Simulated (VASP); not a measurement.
A run of VASP 6.6.1 is set up as follows.

Contents of INCAR:

```
  PREC = Accurate
  ENCUT = 520
  EDIFF = 1E-6
  ISMEAR = 0
  SIGMA = 0.15
  LREAL = F
  LASPH = T
  NELM = 100
  ALGO = Normal
  ISIF = 2
  LWAVE = F
  LCHARG = F
  GGA = PE
  NBANDS = 33
```

KPOINTS

```
regular mesh
0
Gamma
  12 12 18
```

File POSCAR:

```
MoN2
1.0
    4.9015596748      0.0000000000      0.0000000000
    0.0000000000      3.7645642198      0.0000000000
    0.0000000000      0.0000000000      2.7518917152
Mo N
2 4
Direct
    0.5000000000      0.5000000000      0.0000000000
    0.0000000000      0.0000000000      0.0000000000
    0.8879039728      0.3879039728      0.5000000000
    0.1120960272      0.6120960272      0.5000000000
    0.3879039728      0.1120960272      0.5000000000
    0.6120960272      0.8879039728      0.5000000000
```

Potentials or basis: VASP PAW PBE potentials, release 64 (Mo_sv, N).

Run with:

```bash
$ cat potpaw_PBE.64/Mo_sv/POTCAR potpaw_PBE.64/N/POTCAR > POTCAR
$ mpirun -np 1 vasp_std > vasp.out
```

(1) What does it give for the band gap on the k mesh?

(2) Estimate the pressure.

(3) Estimate the largest force.

Answers

(1) zero (band 24 reaches 13.00 eV, above the bottom of band 25 at 12.42 eV).

(2) 23.4 GPa.

(3) 1.231 eV/Å.

Caveat: the cell differs from its parent crystal (strain +0.1312 x Voigt [1, -1, 0, 0, 0, 0]); forces of over 1 eV/Å act on the atoms, so gaps and moduli don't describe the material at rest.
